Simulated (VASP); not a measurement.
# In3As (Pm-3m) in VASP: vibrations by perturbation theory with PBEsol

Aim: the vibrations by perturbation theory of In3As with PBEsol.

Everything below comes from runs of VASP 6.6.1. Logs are shortened: lines on timing, memory, paths and dates and some standing lists are left out, and cuts for length are marked.

### 1 The cell of the first run

It takes space group Pm-3m (No. 221, cubic). The conventional cell has a = 4.672 Å, b = 4.672 Å, c = 4.672 Å, α = 90.00°, β = 90.00°, γ = 90.00°. In (site symmetry 4/mmm) has 8 In at 3.30 Å and 4 As at 3.30 Å within 4.3 Å. As (site symmetry m-3m) has 12 In at 3.30 Å within 4.3 Å.

### 2 Vibrations by perturbation theory, PBEsol

Input file INCAR:

```
SYSTEM = In3As
PREC = Accurate ; ENCUT = 520
EDIFF = 1E-8 ; ISMEAR = -1
SIGMA = 0.05 ; LREAL = .False.
LASPH = .True. ; NELM = 60
ALGO = Fast ; ISIF = 2
LWAVE = .False. ; LCHARG = .False.
GGA = PS ; IBRION = 8
NSW = 1
```

Input file KPOINTS:

```
regular mesh
0
Gamma
  6 6 6
  0 0 0
```

Input file POSCAR:

```
In3As
1.0
    4.6716810000      0.0000000000      0.0000000000
    0.0000000000      4.6716810000      0.0000000000
    0.0000000000      0.0000000000      4.6716810000
In As
3 1
Direct
    0.5000000000      0.5000000000      0.0000000000
    0.5000000000      0.0000000000      0.5000000000
    0.0000000000      0.5000000000      0.5000000000
    0.0000000000      0.0000000000      0.0000000000
```

Potentials or basis: VASP PAW PBE potentials, release 64 (In_d, As).

Run with:

```
cat potpaw_PBE.64/In_d/POTCAR potpaw_PBE.64/As/POTCAR > POTCAR
mpirun -np 1 vasp_std > vasp.out
```

OUTCAR:

```text
SYSTEM = In3As
   PREC = Accurate
   ENCUT = 520
   EDIFF = 1E-8
   ISMEAR = -1
   LREAL = .False.
   LASPH = .True.
   NELM = 60
   ISIF = 2
   GGA = PS
   IBRION = 8
   NSW = 1

 ion  position               nearest neighbor table
   1  0.500  0.500  0.000-   2 3.30   3 3.30   4 3.30   2 3.30   3 3.30   2 3.30   4 3.30   2 3.30
                             3 3.30   4 3.30   3 3.30   4 3.30
   2  0.500  0.000  0.500-   1 3.30   3 3.30   4 3.30   1 3.30   4 3.30   1 3.30   3 3.30   1 3.30
                             3 3.30   4 3.30   4 3.30   3 3.30
   3  0.000  0.500  0.500-   1 3.30   2 3.30   4 3.30   1 3.30   4 3.30   2 3.30   4 3.30   4 3.30
                             1 3.30   2 3.30   1 3.30   2 3.30
   4  0.000  0.000  0.000-   1 3.30   2 3.30   3 3.30   2 3.30   3 3.30   1 3.30   3 3.30   3 3.30
                             1 3.30   2 3.30   2 3.30   1 3.30

  LATTYP: Found a simple cubic cell.
 ALAT       =     4.6716810000

  Lattice vectors:

 A1 = (   4.6716810000,   0.0000000000,   0.0000000000)
 A2 = (   0.0000000000,   4.6716810000,   0.0000000000)
 A3 = (   0.0000000000,   0.0000000000,   4.6716810000)

Analysis of symmetry for initial positions (statically):
=====================================================================
 Subroutine PRICEL returns:
 Original cell was already a primitive cell.

 Routine SETGRP: Setting up the symmetry group for a
 simple cubic supercell.

 Subroutine GETGRP returns: Found 48 space group operations
 (whereof 48 operations were pure point group operations)
 out of a pool of 48 trial point group operations.

The static configuration has the point symmetry O_h .

Analysis of symmetry for dynamics (positions and initial velocities):
=====================================================================
 Subroutine PRICEL returns:
 Original cell was already a primitive cell.

 Routine SETGRP: Setting up the symmetry group for a
 simple cubic supercell.

 Subroutine GETGRP returns: Found 48 space group operations
 (whereof 48 operations were pure point group operations)
 out of a pool of 48 trial point group operations.

The dynamic configuration has the point symmetry O_h .

 Subroutine INISYM returns: Found 48 space group operations
 (whereof 48 operations are pure point group operations),
 and found     1 'primitive' translations

----------------------------------------------------------------------------------------

                                     Primitive cell

  volume of cell :     101.9576

  direct lattice vectors                    reciprocal lattice vectors
     4.671681000  0.000000000  0.000000000     0.214055711  0.000000000  0.000000000
     0.000000000  4.671681000  0.000000000     0.000000000  0.214055711  0.000000000
     0.000000000  0.000000000  4.671681000     0.000000000  0.000000000  0.214055711

  length of vectors
     4.671681000  4.671681000  4.671681000     0.214055711  0.214055711  0.214055711

  position of ions in fractional coordinates (direct lattice)
     0.500000000  0.500000000  0.000000000
     0.500000000  0.000000000  0.500000000
     0.000000000  0.500000000  0.500000000
     0.000000000  0.000000000  0.000000000

  ion indices of the primitive-cell ions
   primitive index   ion index
                 1           1
                 2           2
                 3           3
[... 114 lines left out ...]
  ---------------------------------------------------
  free energy    TOTEN  =       -13.71668608 eV

  energy without entropy =      -13.70136478  energy(sigma->0) =      -13.70902543

 E-fermi :   6.4349     XC(G=0): -10.2887

 val. band max:        6.4251025154   @ k =   0.1667   0.1667   0.1667
 cond. band min:       6.4550555608   @ k =   0.3333   0.3333   0.3333
 fundamental gap:      0.0299530454
 Fermi energy:         6.4348612882

 k-point     1 :       0.0000    0.0000    0.0000
  band No.  band energies     occupation
      1      -8.1209      2.00000
      2      -8.1049      2.00000
      3      -8.1049      2.00000
      4      -8.1049      2.00000
      5      -7.9291      2.00000
      6      -7.9291      2.00000
[... 569 lines left out ...]
     25      11.1715      0.00000
     26      11.1715      0.00000

------------------------ aborting loop because EDIFF is reached ----------------------------------------

  FORCE on cell =-STRESS in cart. coord.  units (eV):
  Direction    XX          YY          ZZ          XY          YZ          ZX
  --------------------------------------------------------------------------------------
  -------------------------------------------------------------------------------------
  Total       -1.5209403     -1.5209403     -1.5209403      0.0000000      0.0000000     -0.0000000
  in kB      -23.9002927    -23.9002927    -23.9002927      0.0000000      0.0000000     -0.0000000
  external PRESSURE =     -23.9002927 kB  Pullay stress =       0.0000000 kB

 VOLUME and BASIS-vectors are now :
 -----------------------------------------------------------------------------
  energy-cutoff  :      520.00
  volume of cell :      101.96
      direct lattice vectors                 reciprocal lattice vectors
     4.671681000  0.000000000  0.000000000     0.214055711  0.000000000  0.000000000
     0.000000000  4.671681000  0.000000000     0.000000000  0.214055711  0.000000000
     0.000000000  0.000000000  4.671681000     0.000000000  0.000000000  0.214055711

 POSITION                                       TOTAL-FORCE (eV/Angst)
 -----------------------------------------------------------------------------------
      2.33584      2.33584      0.00000         0.000000      0.000000      0.000000
      2.33584      0.00000      2.33584         0.000000      0.000000      0.000000
      0.00000      2.33584      2.33584         0.000000      0.000000      0.000000
      0.00000      0.00000      0.00000         0.000000      0.000000      0.000000
 -----------------------------------------------------------------------------------
    total drift:                                0.000000      0.000000      0.000000

  FREE ENERGIE OF THE ION-ELECTRON SYSTEM (eV)
  ---------------------------------------------------
  free  energy   TOTEN  =       -13.7166860843 eV

  energy  without entropy=      -13.7013647786  energy(sigma->0) =      -13.70902543

[... ionic steps 2 to 12 ...]

--------------------------------------- Ionic step       13  -------------------------------------------

 Free energy of the ion-electron system (eV)
  ---------------------------------------------------
  ---------------------------------------------------
  free energy    TOTEN  =        -0.04617774 eV

  energy without entropy =       -0.04617773

------------------------ aborting loop because EDIFF is reached ----------------------------------------

 INTERNAL STRAIN TENSOR  FOR ION    4  DIRECTION 1   (eV/Angst):
 -----------------------------------------------------------------------------
     0.02034  0.00000  0.00000
    -0.00000 -0.00128 -0.00000
    -0.00000 -0.00000 -0.00128

 INTERNAL STRAIN TENSOR FOR ION    4 for displacements in x,y,z  (eV/Angst):
          X           Y           Z          XY          YZ          ZX
  --------------------------------------------------------------------------------
  x     0.00000     0.00000     0.00000     0.00000     0.00000     0.00000
  y     0.00000     0.00000     0.00000     0.00000     0.00000     0.00000
  z     0.00000     0.00000     0.00000     0.00000     0.00000     0.00000

 SECOND DERIVATIVES (NOT SYMMETRIZED)
 ------------------------------------
               1X          1Y          1Z          2X          2Y          2Z          3X          3Y          3Z          4X          4Y          4Z
  1X    -0.800620    0.000000    0.000000   -0.578292    0.000000    0.000000    1.506934    0.000000    0.000000   -0.128022    0.000000    0.000000
  1Y     0.000000   -0.800620    0.000000    0.000000    1.506934    0.000000    0.000000   -0.578292    0.000000    0.000000   -0.128022    0.000000
  1Z     0.000000   -0.000000   -2.082835    0.000000    0.000000    1.506097    0.000000   -0.000000    1.506097   -0.000000   -0.000000   -0.929358
  2X    -0.578292    0.000000    0.000000   -0.800620    0.000000    0.000000    1.506934    0.000000    0.000000   -0.128022    0.000000    0.000000
  2Y     0.000000    1.506097    0.000000   -0.000000   -2.082835    0.000000   -0.000000    1.506097    0.000000    0.000000   -0.929358   -0.000000
  2Z     0.000000    0.000000    1.506934    0.000000    0.000000   -0.800620    0.000000    0.000000   -0.578292    0.000000    0.000000   -0.128022
  3X     1.506097    0.000000    0.000000    1.506097   -0.000000   -0.000000   -2.082835    0.000000    0.000000   -0.929358    0.000000   -0.000000
  3Y     0.000000   -0.578292    0.000000    0.000000    1.506934    0.000000    0.000000   -0.800620    0.000000    0.000000   -0.128022    0.000000
  3Z     0.000000    0.000000    1.506934    0.000000    0.000000   -0.578292    0.000000    0.000000   -0.800620    0.000000    0.000000   -0.128022
  4X    -0.124068   -0.000000    0.000000   -0.124068   -0.000000    0.000000   -0.927585    0.000000    0.000000    1.175720    0.000000    0.000000
  4Y    -0.000000   -0.124068    0.000000    0.000000   -0.927585    0.000000   -0.000000   -0.124068    0.000000    0.000000    1.175720    0.000000
  4Z     0.000000    0.000000   -0.927585   -0.000000   -0.000000   -0.124068   -0.000000   -0.000000   -0.124068    0.000000    0.000000    1.175720

 Eigenvectors and eigenvalues of the dynamical matrix
 ----------------------------------------------------

   1 f  =    2.912953 THz    18.302626 2PiTHz   97.165666 cm-1    12.047002 meV
             X         Y         Z           dx          dy          dz
      2.335841  2.335841  0.000000    -0.131811    0.418680    0.000000
      2.335841  0.000000  2.335841    -0.131811   -0.737490   -0.000000
      0.000000  2.335841  2.335841     0.232182    0.418680   -0.000000
      0.000000  0.000000  0.000000     0.038999   -0.123874    0.000000
[... 71 lines left out ...]
  12 f/i=    2.225326 THz    13.982136 2PiTHz   74.228886 cm-1     9.203205 meV
             X         Y         Z           dx          dy          dz
      2.335841  2.335841  0.000000    -0.147946   -0.108444   -0.022741
      2.335841  0.000000  2.335841    -0.147946   -0.211955   -0.011635
      0.000000  2.335841  2.335841    -0.289162   -0.108444   -0.011635
      0.000000  0.000000  0.000000     0.721457    0.528827    0.056738

--------------------------------------------------------------------------------------------------------

 ELASTIC MODULI CONTR FROM IONIC RELAXATION (kBar)
 Direction    XX          YY          ZZ          XY          YZ          ZX
 --------------------------------------------------------------------------------
 XX           0.0000      0.0000      0.0000      0.0000      0.0000      0.0000
 YY           0.0000      0.0000      0.0000      0.0000      0.0000      0.0000
 ZZ           0.0000      0.0000      0.0000      0.0000      0.0000      0.0000
 XY           0.0000      0.0000      0.0000      0.0000      0.0000      0.0000
 YZ           0.0000      0.0000      0.0000      0.0000      0.0000      0.0000
 ZX           0.0000      0.0000      0.0000      0.0000      0.0000      0.0000
 --------------------------------------------------------------------------------
```

Run time: 6.1 min. Hardware: 1 thread of AMD EPYC 9R45 (Zen 5), shared host; peak memory 0.46 GiB.

Results:

```
Highest phonon frequency at Γ, LO-TO splitting left out : 97 cm⁻¹
Most unstable mode                                      : 74i cm⁻¹
```

Phonon frequencies in cm⁻¹ (negative: imaginary):
```
              q point                          frequencies
(0.000, 0.000, 0.000)  -74 -74 -74 0 0 0 23 23 23 97 97 97
```

Caveat: the cell stands under pressure or tension, which shifts response properties; some modes are imaginary; the PAW data sets were made with another functional, which shifts forces and pressure a little; spin-orbit coupling is left out, which moves the levels of the heavy elements.
